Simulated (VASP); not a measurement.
# V (P6_3/mmc) in VASP: a series of runs, part 2 of 2

VASP 6.6.1. Earlier steps stand in the parts before.

### Step 3. Single point, revPBE (volume scaled by 0.96)

INCAR reads:

```
ALGO = Normal
EDIFF = 1E-6
ENCUT = 520
GGA = RE
ISIF = 2
ISMEAR = -1
LASPH = T
LCHARG = F
LREAL = F
LWAVE = F
NBANDS = 20
NELM = 100
PREC = Accurate
SIGMA = 0.1
```

KPOINTS reads:

```
k-points
0
Gamma
  15 15 8
```

POSCAR reads:

```
V
1.0
    2.5962476619      0.0000000000      0.0000000000
   -1.2981238310      2.2484164297      0.0000000000
    0.0000000000      0.0000000000      4.6412236852
V
2
Direct
    0.3333333333      0.6666666667      0.2500000000
    0.6666666667      0.3333333333      0.7500000000
```

Potentials or basis: VASP PAW PBE potentials, release 64 (V_sv).

On the command line:

```sh
$ cat potpaw_PBE.64/V_sv/POTCAR > POTCAR
$ mpirun -np 1 vasp_std > vasp.out
```

Run time: 70 s. Hardware: 1 thread of AMD EPYC 7R43 (Zen 3), shared host; peak memory 0.14 GiB.

The run converged. Its results:

```yaml
Free_energy: -16.7619 eV
Pressure: 7.6 GPa
Band_gap_on_the_k_mesh: zero (band 13 reaches 11.67 eV, above the bottom of band 14 at 9.47 eV)
```

Levels at points of the mesh, in eV from the Fermi level:
```
           k point  band 9  band 10  band 11  band 12  band 13  band 14  band 15  band 16  band 17  band 18
(0.00, 0.00, 0.00)   -6.93    -3.49    -0.51    -0.10     0.31     0.31     0.66     0.66     1.81     1.81
(0.00, 0.00, 0.50)   -5.10    -5.10    -1.00    -1.00     0.35     0.35     0.35     0.35     2.55     2.55
```

Caveat: the cell differs from its parent crystal (volume scaled by 0.96); the PAW data sets were made with another functional, which shifts forces and pressure a little.

### Step 4. Single point, revPBE (volume scaled by 1.08)

INCAR reads:

```
PREC = Accurate
ENCUT = 520
EDIFF = 1E-7
ISMEAR = -1
SIGMA = 0.1
LREAL = False
LASPH = True
NELM = 60
ALGO = Normal
ISIF = 2
LWAVE = False
LCHARG = True
GGA = RE
LELF = True
LVHAR = True
NBANDS = 20
```

KPOINTS reads:

```
regular mesh
0
Gamma
  15 15 8
```

POSCAR reads:

```
V
1.0
    2.7002063811      0.0000000000      0.0000000000
   -1.3501031906      2.3384473215      0.0000000000
    0.0000000000      0.0000000000      4.8270671534
V
2
Direct
    0.3333333333      0.6666666667      0.2500000000
    0.6666666667      0.3333333333      0.7500000000
```

Potentials or basis: VASP PAW PBE potentials, release 64 (V_sv).

On the command line:

```sh
$ cat potpaw_PBE.64/V_sv/POTCAR > POTCAR
$ mpirun -np 1 vasp_std > vasp.out
```

OUTCAR:

```text
PREC = Accurate
   ENCUT = 520
   EDIFF = 1E-7
   ISMEAR = -1
   LREAL = False
   LASPH = True
   NELM = 60
   ISIF = 2
   GGA = RE

 ion  position               nearest neighbor table
   1  0.333  0.667  0.250-   2 2.87   2 2.87   2 2.87   2 2.87   2 2.87   2 2.87
   2  0.667  0.333  0.750-   1 2.87   1 2.87   1 2.87   1 2.87   1 2.87   1 2.87

  LATTYP: Found a hexagonal cell.
 ALAT       =     2.7002063811
 C/A-ratio  =     1.7876660048

  Lattice vectors:

 A1 = (   2.7002063811,   0.0000000000,   0.0000000000)
[... 191 lines left out ...]
      4     -29.0691      2.00000
      5     -28.9857      2.00000
      6     -28.9857      2.00000
[... 541 lines left out ...]
     19      13.8515      0.00000
     20      15.0743      0.00000

 [... further k-points ...]
[... 5 lines left out ...]
  --------------------------------------------------------------------------------------
  -------------------------------------------------------------------------------------
  Total       -2.0421390     -2.0421390     -1.9899784      0.0000000     -0.0000000      0.0000000
  in kB     -107.3465256   -107.3465256   -104.6046654      0.0000000     -0.0000000      0.0000000
  external PRESSURE =    -106.4325722 kB  Pullay stress =       0.0000000 kB

 VOLUME and BASIS-vectors are now :
 -----------------------------------------------------------------------------
  energy-cutoff  :      520.00
  volume of cell :       30.48
      direct lattice vectors                 reciprocal lattice vectors
     2.700206381  0.000000000  0.000000000     0.370342062  0.213817089  0.000000000
    -1.350103191  2.338447321  0.000000000     0.000000000  0.427634179  0.000000000
     0.000000000  0.000000000  4.827067153     0.000000000  0.000000000  0.207165131

 POSITION                                       TOTAL-FORCE (eV/Angst)
 -----------------------------------------------------------------------------------
     -0.00000      1.55896      1.20677         0.000000     -0.000000      0.000000
      1.35010      0.77948      3.62030        -0.000000      0.000000      0.000000
 -----------------------------------------------------------------------------------
    total drift:                               -0.000000      0.000000     -0.000000

  FREE ENERGIE OF THE ION-ELECTRON SYSTEM (eV)
  ---------------------------------------------------
  free  energy   TOTEN  =       -16.7117080331 eV

  energy  without entropy=      -16.5783882549  energy(sigma->0) =      -16.64504814
```

OSZICAR:

```text
N       E                     dE             d eps       ncg     rms          rms(c)
DAV:   1     0.326584496400E+03    0.32658E+03   -0.16422E+04  5424   0.149E+03
DAV:   2    -0.100108721557E+02   -0.33660E+03   -0.33130E+03  5528   0.488E+02
DAV:   3    -0.193717128624E+02   -0.93608E+01   -0.91600E+01  6156   0.962E+01
DAV:   4    -0.194847065298E+02   -0.11299E+00   -0.11230E+00  5492   0.103E+01
DAV:   5    -0.194859484492E+02   -0.12419E-02   -0.12419E-02  5732   0.115E+00    0.213E+01
DAV:   6    -0.167543400219E+02    0.27316E+01   -0.13479E+01  5448   0.358E+01    0.191E+00
DAV:   7    -0.167276406895E+02    0.26699E-01   -0.93229E-02  5532   0.350E+00    0.112E+00
DAV:   8    -0.167115739973E+02    0.16067E-01   -0.14365E-02  5896   0.131E+00    0.140E-01
DAV:   9    -0.167116985532E+02   -0.12456E-03   -0.42355E-04  6420   0.245E-01    0.515E-02
DAV:  10    -0.167117106310E+02   -0.12078E-04   -0.30857E-05  6396   0.518E-02    0.192E-02
DAV:  11    -0.167117084377E+02    0.21933E-05   -0.41514E-06  5420   0.197E-02    0.162E-03
DAV:  12    -0.167117078220E+02    0.61571E-06   -0.64900E-08  3004   0.289E-03    0.466E-04
DAV:  13    -0.167117080305E+02   -0.20847E-06   -0.11745E-08  2748   0.129E-03    0.978E-05
DAV:  14    -0.167117080331E+02   -0.25825E-08   -0.22829E-09  2728   0.624E-04
   1 F= -.16711708E+02 E0= -.16645048E+02  d E =-.133320E+00
```

stdout:

```text
POSCAR found type information on POSCAR V
 POSCAR found :  1 types and       2 ions
 scaLAPACK will be used
 -----------------------------------------------------------------------------
|                                                                             |
|                                                                             |
|     You enforced a specific xc type in the INCAR file but a different       |
|     I HOPE YOU KNOW WHAT YOU ARE DOING!                                     |
|                                                                             |
 -----------------------------------------------------------------------------

 LDA part: xc-table for (Slater+PW92), standard interpolation
 POSCAR, INCAR and KPOINTS ok, starting setup
 FFT: planning ... GRIDC
 FFT: planning ... GRID_SOFT
 FFT: planning ... GRID
 WAVECAR not read
 entering main loop
```

Run time: 79 s. Hardware: 1 thread of AMD EPYC 7R43 (Zen 3), shared host; peak memory 0.14 GiB.

What came out:

- Free energy: -16.7117 eV
- Pressure: -10.6 GPa
- Band gap on the k mesh: zero (band 13 reaches 9.95 eV, above the bottom of band 14 at 8.06 eV)

Caveat: the cell differs from its parent crystal (volume scaled by 1.08); the PAW data sets were made with another functional, which shifts forces and pressure a little.

### Step 5. Single point, revPBE (volume scaled by 1.12)

INCAR reads:

```
SYSTEM = V
  PREC = Accurate
  ENCUT = 520
  EDIFF = 1E-6
  ISMEAR = -1
  SIGMA = 0.1
  LREAL = .False.
  LASPH = .True.
  NELM = 100
  ALGO = Normal
  ISIF = 2
  LWAVE = .False.
  LCHARG = .False.
  GGA = RE
  NBANDS = 20
```

KPOINTS reads:

```
Automatic mesh
0
Gamma
  15 15 8
  0 0 0
```

POSCAR reads:

```
V
1.0
    2.7331389729      0.0000000000      0.0000000000
   -1.3665694864      2.3669677826      0.0000000000
    0.0000000000      0.0000000000      4.8859396282
V
2
Direct
    0.3333333333      0.6666666667      0.2500000000
    0.6666666667      0.3333333333      0.7500000000
```

On the command line:

```sh
$ cat potpaw_PBE.64/V_sv/POTCAR > POTCAR
$ mpirun -np 1 vasp_std > vasp.out
```

Run time: 73 s. Hardware: 1 thread of AMD EPYC 7R43 (Zen 3), shared host; peak memory 0.15 GiB.

The run converged. Its results:

- Free energy: -16.6225 eV
- Pressure: -14.7 GPa
- Band gap on the k mesh: zero (band 13 reaches 9.47 eV, above the bottom of band 14 at 7.66 eV)

Stress tensor (GPa, compression positive):
```
-14.83   0.00   0.00
  0.00 -14.83   0.00
  0.00   0.00 -14.36
```

Levels at points of the mesh, in eV from the Fermi level:
```tsv
k point	band 11	band 12	band 13	band 14	band 15	band 16
(0.00, 0.00, 0.00)	-0.39	-0.29	0.30	0.30	0.57	0.57
(0.00, 0.00, 0.50)	-0.82	-0.82	0.32	0.32	0.32	0.32
```

Caveat: the cell differs from its parent crystal (volume scaled by 1.12); the PAW data sets were made with another functional, which shifts forces and pressure a little.

### Step 6. Relaxation of cell and atoms, revPBE

This run uses another cell than the first one, of 13.83 Å³/atom, 1.065 times its volume.

INCAR reads:

```
  PREC = Accurate
  ENCUT = 600
  EDIFF = 1E-7
  ISMEAR = -1
  SIGMA = 0.1
  LREAL = False
  LASPH = True
  NELM = 80
  ALGO = Normal
  ISIF = 3
  LWAVE = False
  LCHARG = False
  GGA = RE
  IBRION = 2
  NSW = 80
  EDIFFG = -0.01
```

KPOINTS reads:

```
regular mesh
0
Gamma
  13 13 7
```

POSCAR reads:

```
V
1.0
    2.6940739632      0.0000000000      0.0000000000
   -1.3470369816      2.3331364918      0.0000000000
    0.0000000000      0.0000000000      4.3994227819
V
2
Direct
    0.3333333333      0.6666666667      0.2500000000
    0.6666666667      0.3333333333      0.7500000000
```

Potentials or basis: VASP PAW PBE potentials, release 64 (V_sv).

On the command line:

```sh
$ cat potpaw_PBE.64/V_sv/POTCAR > POTCAR
$ mpirun -np 1 vasp_std > vasp.out
```

Wall time 6.5 min (1 thread of AMD EPYC 7R43 (Zen 3), shared host); peak memory 0.15 GiB.

Results (log left out):

```yaml
Free_energy: -16.7893 eV
Relaxed_volume: 14.13 Å³/atom
Relaxed_cell: a = 2.633 Å, b = 2.633 Å, c = 4.706 Å, α = 90.00°, β = 90.00°, γ = 120.00°
Space_group_after_relaxing_to_0.05_Å: P6_3/mmc (No. 194)
Energy_gained_by_relaxing: 33.9 meV/atom
Ionic_steps: 8
Pressure_after_relaxing: 0.0 GPa
Band_gap_on_the_k_mesh: zero (band 13 reaches 10.63 eV, above the bottom of band 14 at 9.01 eV)
```

Stress tensor (GPa, compression positive):
```
-0.08  0.00  0.00
 0.00 -0.08  0.00
 0.00  0.00  0.07
```

The path:
```tsv
step	energy change (eV)	largest force (eV/Å)	pressure (GPa)	volume (Å³)
1	0.0000	0.0000	4.11	27.65
2	-0.0312	0.0000	-4.31	29.08
3	-0.0319	0.0000	-3.34	28.90
4	-0.0622	0.0000	-2.53	28.71
5	-0.0652	0.0000	-2.14	28.64
6	-0.0663	0.0000	1.61	27.98
7	-0.0678	0.0000	-0.06	28.27
8	-0.0678	0.0000	-0.03	28.26
```

Final structure:
```
CELL_PARAMETERS angstrom
2.63330 0.00000 0.00000
-1.31665 2.28051 0.00000
0.00000 0.00000 4.70581
ATOMIC_POSITIONS crystal
V 0.33333 0.66667 0.25000
V 0.66667 0.33333 0.75000
```

Levels at points of the mesh, in eV from the Fermi level:
| k point | band 10 | band 11 | band 12 | band 13 | band 14 | band 15 | band 16 | band 17 |
| --- | --- | --- | --- | --- | --- | --- | --- | --- |
| (0.00, 0.00, 0.00) | -3.38 | -0.47 | -0.16 | 0.31 | 0.31 | 0.64 | 0.64 | 1.73 |

Caveat: the PAW data sets were made with another functional, which shifts forces and pressure a little.

### Step 7. The runs side by side

| task | cell | k mesh | cutoff (eV) | gap on the mesh (eV) | pressure (GPa) |
| --- | --- | --- | --- | --- | --- |
| single point | a = 2.560, b = 2.560, c = 4.576 Å, angles 90.0, 90.0, 120.0°, 2 atoms | 15 × 15 × 8 | 520 | none | 16.5 |
| single point | a = 2.596, b = 2.596, c = 4.641 Å, angles 90.0, 90.0, 120.0°, 2 atoms | 15 × 15 × 8 | 520 | none | 7.6 |
| single point | a = 2.700, b = 2.700, c = 4.827 Å, angles 90.0, 90.0, 120.0°, 2 atoms | 15 × 15 × 8 | 520 | none | -10.6 |
| single point | a = 2.733, b = 2.733, c = 4.886 Å, angles 90.0, 90.0, 120.0°, 2 atoms | 15 × 15 × 8 | 520 | none | -14.7 |
| relaxation of cell and atoms | relaxed from a = 2.694, b = 2.694, c = 4.399 Å, angles 90.0, 90.0, 120.0°, 2 atoms | 13 × 13 × 7 | 600 | none | 0.0 |

Alike in all rows: level revPBE; potentials or basis VASP PAW PBE potentials, release 64 (V_sv); no spin polarisation; smearing fermi-dirac 0.1 eV.

Caveats: the PAW data sets were made with another functional, which shifts forces and pressure a little.

Absolute energies hang on the potentials; compare differences alone.
